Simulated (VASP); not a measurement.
# ReAgF6 (R-3) in VASP: settings compared, part 2 of 2

VASP 6.6.1.

## 4. Single point, r2SCAN

This run uses another cell than the first one, of 13.08 Å³/atom.

Input file POSCAR:

```
ReAgF6
1.0
    3.5690001095      2.0605647572      2.3710504644
   -3.5690001095      2.0605647572      2.3710504644
    0.0000000000     -4.1211247647      2.3710545921
F Re Ag
6 1 1
Direct
    0.2231874927      0.9214925400      0.3316581823
    0.3316581823      0.2231874927      0.9214925400
    0.9214925400      0.3316581823      0.2231874927
    0.7768125073      0.0785074600      0.6683418177
    0.6683418177      0.7768125073      0.0785074600
    0.0785074600      0.6683418177      0.7768125073
    0.0000000000      0.0000000000      0.0000000000
    0.5000000000      0.5000000000      0.5000000000
```

Input file INCAR.step1:

```
  PREC = Accurate
  ENCUT = 520
  ISMEAR = -1
  SIGMA = 0.1
  LREAL = False
  LASPH = True
  NELM = 80
  NBANDS = 40
  GGA = PE
  ALGO = Normal
  EDIFF = 1E-4
  LWAVE = True
  LCHARG = False
```

Input file INCAR.step2:

```
  PREC = Accurate
  ENCUT = 520
  EDIFF = 1E-6
  ISMEAR = -1
  SIGMA = 0.1
  LREAL = False
  LASPH = True
  NELM = 80
  ALGO = Normal
  ISIF = 2
  LWAVE = False
  LCHARG = False
  METAGGA = R2SCAN
  LMIXTAU = True
  NBANDS = 40
  ISTART = 1
```

Input file KPOINTS:

```
Automatic mesh
0
Gamma
  4 4 4
```

Potentials or basis: VASP PAW PBE potentials, release 64 (F, Re, Ag).

Started as:

```bash
$ cat potpaw_PBE.64/F/POTCAR potpaw_PBE.64/Re/POTCAR potpaw_PBE.64/Ag/POTCAR > POTCAR
$ cp INCAR.step1 INCAR
$ mpirun -np 1 vasp_std > vasp.out
$ cp INCAR.step2 INCAR
$ mpirun -np 1 vasp_std > vasp.out
```

OUTCAR:

```text
PREC = Accurate
   ENCUT = 520
   EDIFF = 1E-6
   ISMEAR = -1
   LREAL = False
   LASPH = True
   NELM = 80
   ISIF = 2
   METAGGA = R2SCAN
   ISTART = 1

 ion  position               nearest neighbor table
   1  0.223  0.921  0.332-   7 1.89   8 2.68
   2  0.332  0.223  0.921-   7 1.89   8 2.68
   3  0.921  0.332  0.223-   7 1.89   8 2.68
   4  0.777  0.079  0.668-   7 1.89   8 2.68
   5  0.668  0.777  0.079-   7 1.89   8 2.68
   6  0.079  0.668  0.777-   7 1.89   8 2.68
   7  0.000  0.000  0.000-   3 1.89   6 1.89   4 1.89   1 1.89   5 1.89   2 1.89
   8  0.500  0.500  0.500-   1 2.68   4 2.68   3 2.68   6 2.68   5 2.68   2 2.68

  LATTYP: Found a trigonal (rhomboedric) cell.
 ALAT       =     4.7545314391
 COS(alpha) =    -0.1269578453

  Lattice vectors:

 A1 = (   3.5690001095,   2.0605647572,   2.3710504644)
 A2 = (  -3.5690001095,   2.0605647572,   2.3710504644)
 A3 = (   0.0000000000,  -4.1211247647,   2.3710545921)

Analysis of symmetry for initial positions (statically):
=====================================================================
 Subroutine PRICEL returns:
 Original cell was already a primitive cell.

 Routine SETGRP: Setting up the symmetry group for a
 trigonal (rhombohedral) supercell.

 Subroutine GETGRP returns: Found  6 space group operations
 (whereof  6 operations were pure point group operations)
 out of a pool of 12 trial point group operations.

The static configuration has the point symmetry S_6 .

Analysis of symmetry for dynamics (positions and initial velocities):
=====================================================================
 Subroutine PRICEL returns:
 Original cell was already a primitive cell.

 Routine SETGRP: Setting up the symmetry group for a
 trigonal (rhombohedral) supercell.

[... 124 lines left out ...]
     AMIX     =   0.40;   BMIX     =  1.00
     AMIX_MAG =   1.60;   BMIX_MAG =  1.00
  volume/ion in A,a.u.               =      13.08        88.25
  Fermi-wavevector in a.u.,A,eV,Ry     =   1.360140  2.570292 25.170521  1.849981
  Thomas-Fermi vector in A             =   2.486828
   LORBIT       =      0    0 simple, 1 ext, 2 COOP (PROOUT), +10 PAW based schemes
   METAGGA = R2SCAN    functional components
   LHFCALC =     F    Hartree Fock is set to
   AEXX    =    0.0000 exact exchange contribution
   IVDW    =     0    specifies the selected vdW correction
   LEPSILON=     F    determine dielectric tensor
   LRPA    =     F    only Hartree local field effects (RPA)
 non-spin polarized calculation
  energy-cutoff  :      520.00
  volume of cell :      104.62
 maximum number of plane-waves:      2834
   NGX = 17   NGY = 17   NGZ = 17

 number of electron      60.0000014 magnetization

 Free energy of the ion-electron system (eV)
  ---------------------------------------------------
  ext. energy  EPLUGINS =         0.00000000
  ---------------------------------------------------
  free energy    TOTEN  =      -107.59200545 eV

  energy without entropy =     -107.23819523  energy(sigma->0) =     -107.41510034

 E-fermi :   2.2085     XC(G=0): -10.6334

 val. band max:        2.2080935005   @ k =   0.2500   0.2500   0.2500
 cond. band min:       2.2160865000   @ k =   0.5000   0.5000   0.5000
 fundamental gap:      0.0079929995
 Fermi energy:         2.2084536148

 k-point     1 :       0.0000    0.0000    0.0000
  band No.  band energies     occupation
      1     -24.2748      2.00000
      2     -23.7367      2.00000
      3     -23.7367      2.00000
      4     -23.2697      2.00000
      5     -23.2697      2.00000
      6     -23.2306      2.00000
[... 591 lines left out ...]
     39      12.6490      0.00000
     40      12.6490      0.00000

------------------------ aborting loop because EDIFF is reached ----------------------------------------

  FORCE on cell =-STRESS in cart. coord.  units (eV):
  Direction    XX          YY          ZZ          XY          YZ          ZX
  --------------------------------------------------------------------------------------
  -------------------------------------------------------------------------------------
  Total        1.3648799      1.3648799      1.6139184     -0.0000001      0.0000002     -0.0000000
  in kB       20.9016328     20.9016328     24.7153841     -0.0000023      0.0000025     -0.0000000
  external PRESSURE =      22.1728832 kB  Pullay stress =       0.0000000 kB

 VOLUME and BASIS-vectors are now :
 -----------------------------------------------------------------------------
  energy-cutoff  :      520.00
  volume of cell :      104.62
      direct lattice vectors                 reciprocal lattice vectors
     3.569000110  2.060564757  2.371050464     0.140095260  0.080884130  0.140584529
    -3.569000110  2.060564757  2.371050464    -0.140095260  0.080884130  0.140584529
     0.000000000 -4.121124765  2.371054592     0.000000000 -0.161767979  0.140584691

 POSITION                                       TOTAL-FORCE (eV/Angst)
 -----------------------------------------------------------------------------------
     -2.49225      0.99188      3.50047         0.273469     -0.268951      0.278940
      0.38713     -2.65429      3.50048         0.096184      0.371307      0.278940
      2.10512      1.66241      3.50047        -0.369654     -0.102355      0.278940
      2.49225     -0.99188      3.61268        -0.273469      0.268951     -0.278940
     -0.38713      2.65430      3.61268        -0.096184     -0.371307     -0.278940
     -2.10512     -1.66241      3.61268         0.369654      0.102355     -0.278940
      0.00000      0.00000      0.00000        -0.000000     -0.000000      0.000000
      0.00000      0.00000      3.55658        -0.000000     -0.000000      0.000000
 -----------------------------------------------------------------------------------
    total drift:                                0.000000     -0.000000      0.000000

  FREE ENERGIE OF THE ION-ELECTRON SYSTEM (eV)
  ---------------------------------------------------
  free  energy   TOTEN  =      -107.5920054549 eV

  energy  without entropy=     -107.2381952265  energy(sigma->0) =     -107.41510034
```

It took 7.3 min on 1 thread of AMD EPYC, shared host; peak memory 0.21 GiB.

What came out:

```yaml
Free_energy: -107.5920 eV
Pressure: 2.2 GPa
Largest_force: 0.474 eV/Å
Band_gap_on_the_k_mesh: zero (bands 30 and 31 overlap by 0.15 eV)
```

Forces on the atoms (eV/Å):
```
F    0.273 -0.269  0.279
F    0.096  0.371  0.279
F   -0.370 -0.102  0.279
F   -0.273  0.269 -0.279
F   -0.096 -0.371 -0.279
F    0.370  0.102 -0.279
Re   0.000  0.000  0.000
Ag   0.000  0.000  0.000
```

Levels at points of the mesh, in eV from the Fermi level:
```
           k point  band 27  band 28  band 29  band 30  band 31  band 32
(0.00, 0.00, 0.00)    -2.56    -2.47    -2.47     0.15     0.15     0.19
(0.50, 0.00, 0.00)    -2.52    -2.41    -2.39     0.00     0.12     0.14
(0.50, 0.50, 0.00)    -2.60    -2.54    -2.51    -0.11     0.07     0.20
(0.50, 0.50, 0.50)    -2.68    -2.40    -2.40    -0.04     0.01     0.01
```

Caveat: the PAW data sets were made with another functional, which shifts forces and pressure a little; spin-orbit coupling is left out, which moves the levels of the heavy elements.
